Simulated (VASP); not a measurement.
# BAs (I-4m2) in VASP: further runs, part 2 of 2

VASP 6.6.1. Earlier steps stand in the parts before.

## Step 3: Single point, LDA (strained cell)

INCAR reads:

```
SYSTEM = BAs
PREC     = Accurate       ! precision mode
ENCUT    = 500            ! plane-wave cutoff, eV
EDIFF    = 1E-6           ! SCF threshold, eV
ISMEAR   = 0              ! smearing method
SIGMA    = 0.02           ! smearing width, eV
LREAL    = .False.        ! projectors in reciprocal space
LASPH    = .True.         ! aspherical terms in the spheres
NELM     = 120            ! most SCF steps
ALGO     = Normal         ! electronic algorithm
ISIF     = 2              ! what is computed and relaxed
LWAVE    = .False.        ! write WAVECAR
LCHARG   = .False.        ! write CHGCAR
NBANDS   = 11             ! bands
GGA_COMPAT= .False.
```

KPOINTS reads:

```
regular mesh
0
Gamma
  8 8 8
  0 0 0
```

POSCAR reads:

```
BAs
1.0
    0.0000000000      2.3423282262      2.3761755181
    2.3423282262      0.0000000000      2.3761755181
    2.3423282262      2.3423282262      0.0000000000
B As
1 1
Direct
    0.0000000000      0.0000000000      0.0000000000
    0.2500000000      0.2500000000      0.2500000000
```

Potentials or basis: VASP PAW LDA potentials, release 64 (B, As).

Started as:

```bash
$ cat potpaw_LDA.64/B/POTCAR potpaw_LDA.64/As/POTCAR > POTCAR
$ mpirun -np 1 vasp_std > vasp.out
```

OUTCAR:

```text
SYSTEM = BAs
   PREC = Accurate
   ENCUT = 500
   EDIFF = 1E-6
   ISMEAR = 0
   LREAL = .False.
   LASPH = .True.
   NELM = 120
   ISIF = 2

 ion  position               nearest neighbor table
   1  0.000  0.000  0.000-   2 2.04   2 2.04   2 2.04   2 2.04
   2  0.250  0.250  0.250-   1 2.04   1 2.04   1 2.04   1 2.04

  LATTYP: Found a body centered tetragonal cell.
 ALAT       =     3.3125523450
 C/A-ratio  =     1.4346493402

  Lattice vectors:

 A1 = (  -2.3423282262,   0.0000000000,   2.3761755181)
 A2 = (   2.3423282262,   0.0000000000,   2.3761755181)
 A3 = (   0.0000000000,   2.3423282262,  -2.3761755181)

Analysis of symmetry for initial positions (statically):
=====================================================================
 Subroutine PRICEL returns:
 Original cell was already a primitive cell.

 Routine SETGRP: Setting up the symmetry group for a
 body centered tetragonal supercell.

 Subroutine GETGRP returns: Found  8 space group operations
 (whereof  8 operations were pure point group operations)
 out of a pool of 16 trial point group operations.

The static configuration has the point symmetry D_2d.

Analysis of symmetry for dynamics (positions and initial velocities):
=====================================================================
 Subroutine PRICEL returns:
 Original cell was already a primitive cell.

 Routine SETGRP: Setting up the symmetry group for a
 body centered tetragonal supercell.

 Subroutine GETGRP returns: Found  8 space group operations
 (whereof  8 operations were pure point group operations)
 out of a pool of 16 trial point group operations.

The dynamic configuration has the point symmetry D_2d.

 Subroutine INISYM returns: Found  8 space group operations
 (whereof  8 operations are pure point group operations),
 and found     1 'primitive' translations

----------------------------------------------------------------------------------------

                                     Primitive cell

  volume of cell :      26.0738

[... 117 lines left out ...]
   LEPSILON=     F    determine dielectric tensor
   LRPA    =     F    only Hartree local field effects (RPA)
 non-spin polarized calculation
 Gauss-broadening in eV      SIGMA  =   0.02
  energy-cutoff  :      500.00
  volume of cell :       26.07
 maximum number of plane-waves:       676
   NGX = 13   NGY = 13   NGZ = 13

 number of electron       8.0000001 magnetization

 Free energy of the ion-electron system (eV)
  ---------------------------------------------------
  ext. energy  EPLUGINS =         0.00000000
  ---------------------------------------------------
  free energy    TOTEN  =       -12.91523140 eV

  energy without entropy =      -12.91523140  energy(sigma->0) =      -12.91523140

 E-fermi :   6.8873     XC(G=0): -10.9690

 val. band max:        6.7147179691   @ k =   0.0000   0.0000   0.0000
 cond. band min:       7.7027378755   @ k =   0.3750   0.0000   0.3750
 fundamental gap:      0.9880199065
 Fermi energy:         6.8872800623

 k-point     1 :       0.0000    0.0000    0.0000
  band No.  band energies     occupation
      1      -9.1188      2.00000
      2       6.5698      2.00000
      3       6.7147      2.00000
      4       6.7147      2.00000
      5       9.9443      0.00000
      6       9.9443      0.00000
      7      10.0360      0.00000
      8      11.9281      0.00000
      9      16.2504      0.00000
     10      19.6682      0.00000
     11      20.0901      0.00000
[... 309 lines left out ...]
 k-point    24 :       0.3750   -0.0000    0.1250
  band No.  band energies     occupation
      1      -7.0927      2.00000
      2      -0.1393      2.00000
      3       4.1677      2.00000
      4       4.2715      2.00000
      5       9.8541      0.00000
      6      11.8289      0.00000
      7      12.8279      0.00000
      8      14.0517      0.00000
      9      18.1599      0.00000
     10      19.8018      0.00000
     11      20.7726      0.00000

 [... further k-points ...]

------------------------ aborting loop because EDIFF is reached ----------------------------------------

  FORCE on cell =-STRESS in cart. coord.  units (eV):
  Direction    XX          YY          ZZ          XY          YZ          ZX
  --------------------------------------------------------------------------------------
  -------------------------------------------------------------------------------------
  Total        0.7328197      0.7328197      0.2195069      0.0000000      0.0000000      0.0000000
  in kB       45.0301808     45.0301808     13.4882258      0.0000000      0.0000000      0.0000000
  external PRESSURE =      34.5161958 kB  Pullay stress =       0.0000000 kB

 VOLUME and BASIS-vectors are now :
 -----------------------------------------------------------------------------
  energy-cutoff  :      500.00
  volume of cell :       26.07
      direct lattice vectors                 reciprocal lattice vectors
     0.000000000  2.342328226  2.376175518    -0.213462825  0.213462825  0.210422166
     2.342328226  0.000000000  2.376175518     0.213462825 -0.213462825  0.210422166
     2.342328226  2.342328226  0.000000000     0.213462825  0.213462825 -0.210422166

 POSITION                                       TOTAL-FORCE (eV/Angst)
 -----------------------------------------------------------------------------------
      0.00000      0.00000      0.00000        -0.000000     -0.000000     -0.000000
      1.17116      1.17116      1.18809         0.000000      0.000000      0.000000
 -----------------------------------------------------------------------------------
    total drift:                                0.000000      0.000000      0.000000

  FREE ENERGIE OF THE ION-ELECTRON SYSTEM (eV)
  ---------------------------------------------------
  free  energy   TOTEN  =       -12.9152314020 eV

  energy  without entropy=      -12.9152314020  energy(sigma->0) =      -12.91523140
```

OSZICAR:

```text
N       E                     dE             d eps       ncg     rms          rms(c)
DAV:   1     0.991368321524E+01    0.99137E+01   -0.36970E+03  1298   0.619E+02
DAV:   2    -0.130482655028E+02   -0.22962E+02   -0.21822E+02  1730   0.106E+02
DAV:   3    -0.137340594672E+02   -0.68579E+00   -0.68393E+00  1650   0.165E+01
DAV:   4    -0.137359985862E+02   -0.19391E-02   -0.19390E-02  1470   0.960E-01
DAV:   5    -0.137360014461E+02   -0.28598E-05   -0.28598E-05  1565   0.404E-02    0.535E+00
DAV:   6    -0.130209410129E+02    0.71506E+00   -0.18356E+00  1400   0.557E+00    0.251E+00
DAV:   7    -0.129290552202E+02    0.91886E-01   -0.22871E-01  1531   0.237E+00    0.919E-01
DAV:   8    -0.129151984998E+02    0.13857E-01   -0.24516E-02  1439   0.834E-01    0.103E-01
DAV:   9    -0.129152251301E+02   -0.26630E-04   -0.78151E-04  1490   0.174E-01    0.620E-02
DAV:  10    -0.129152300349E+02   -0.49048E-05   -0.76200E-05  1394   0.495E-02    0.134E-02
DAV:  11    -0.129152315535E+02   -0.15186E-05   -0.21808E-06  1562   0.888E-03    0.133E-02
DAV:  12    -0.129152314020E+02    0.15153E-06   -0.79419E-07   694   0.381E-03
   1 F= -.12915231E+02 E0= -.12915231E+02  d E =-.205816E-36
```

stdout:

```text
POSCAR found type information on POSCAR B As
 POSCAR found :  2 types and       2 ions
 scaLAPACK will be used
 LDA part: xc-table for (Slater(with rela. corr.)+CA(PZ))
 , standard interpolation
 POSCAR, INCAR and KPOINTS ok, starting setup
 FFT: planning ... GRIDC
 FFT: planning ... GRID_SOFT
 FFT: planning ... GRID
 WAVECAR not read
 entering main loop
```

Run time: 17 s. Hardware: 1 thread of AMD EPYC 7R13, shared host; peak memory 0.14 GiB.

What came out:

```yaml
Free_energy: -12.9152 eV
Pressure: 3.5 GPa
Band_gap_on_the_k_mesh: 0.99 eV (least direct gap 3.23 eV)
```

Caveat: the cell differs from its parent crystal (strained cell); the cell stands under pressure. A k mesh can miss the band edges.

## Step 4: Single point, LDA (strained cell)

INCAR reads:

```
SYSTEM = BAs
  PREC = Accurate
  ENCUT = 500
  EDIFF = 1E-6
  ISMEAR = 0
  SIGMA = 0.02
  LREAL = .False.
  LASPH = .True.
  NELM = 120
  ALGO = Normal
  ISIF = 2
  LWAVE = .False.
  LCHARG = .False.
  NBANDS = 11
  GGA_COMPAT = .False.
```

KPOINTS reads:

```
Automatic mesh
0
Gamma
  8 8 8
  0 0 0
```

POSCAR reads:

```
BAs
1.0
    0.0000000000      2.3423282262      2.3782047869
    2.3423282262      0.0000000000      2.3782047869
    2.3423282262      2.3423282262      0.0000000000
B As
1 1
Direct
    0.0000000000      0.0000000000      0.0000000000
    0.2500000000      0.2500000000      0.2500000000
```

Started as:

```bash
$ cat potpaw_LDA.64/B/POTCAR potpaw_LDA.64/As/POTCAR > POTCAR
$ mpirun -np 1 vasp_std > vasp.out
```

It took 16 s on 1 thread of AMD EPYC 7R13, shared host; peak memory 0.14 GiB.

The run converged. Its results:

| Quantity | Value |
| --- | --- |
| Free energy | -12.9154 eV |
| Pressure | 3.3 GPa |
| Band gap on the k mesh | 0.98 eV (least direct gap 3.22 eV) |

Stress tensor (GPa, compression positive):
```
4.43 0.00 0.00
0.00 4.43 0.00
0.00 0.00 1.08
```

Levels at points of the mesh, in eV from the valence-band top:
```csv
k point,band 1,band 2,band 3,band 4,band 5,band 6,band 7,band 8
"(0.00, 0.00, 0.00)",-15.83,-0.15,0.00,0.00,3.22,3.22,3.32,5.20
"(0.50, 0.00, 0.00)",-12.81,-9.13,-2.04,-1.85,2.89,4.70,4.82,8.73
"(0.50, 0.50, 0.00)",-11.55,-8.81,-4.21,-4.21,1.39,1.43,11.59,11.59
"(0.50, 0.00, 0.50)",-11.42,-8.68,-4.37,-4.35,1.18,1.25,11.47,11.71
```

Caveat: the cell differs from its parent crystal (strained cell); the cell stands under pressure. A k mesh can miss the band edges.

## Step 5: Summary

```tsv
cell	gap on the mesh (eV)	pressure (GPa)
a = 3.339, b = 3.339, c = 3.313 Å, angles 60.3, 60.3, 59.5°, 2 atoms	0.98	3.2
a = 3.337, b = 3.337, c = 3.313 Å, angles 60.2, 60.2, 59.5°, 2 atoms	0.99	3.5
a = 3.338, b = 3.338, c = 3.313 Å, angles 60.3, 60.3, 59.5°, 2 atoms	0.98	3.3
```

Alike in all rows: task single point; level LDA; potentials or basis VASP PAW LDA potentials, release 64 (B, As); no spin polarisation; k mesh 8 × 8 × 8; cutoff (eV) 500; smearing gaussian 0.02 eV.

Caveats: the cell stands under pressure.

Absolute energies hang on the potentials; compare differences alone.
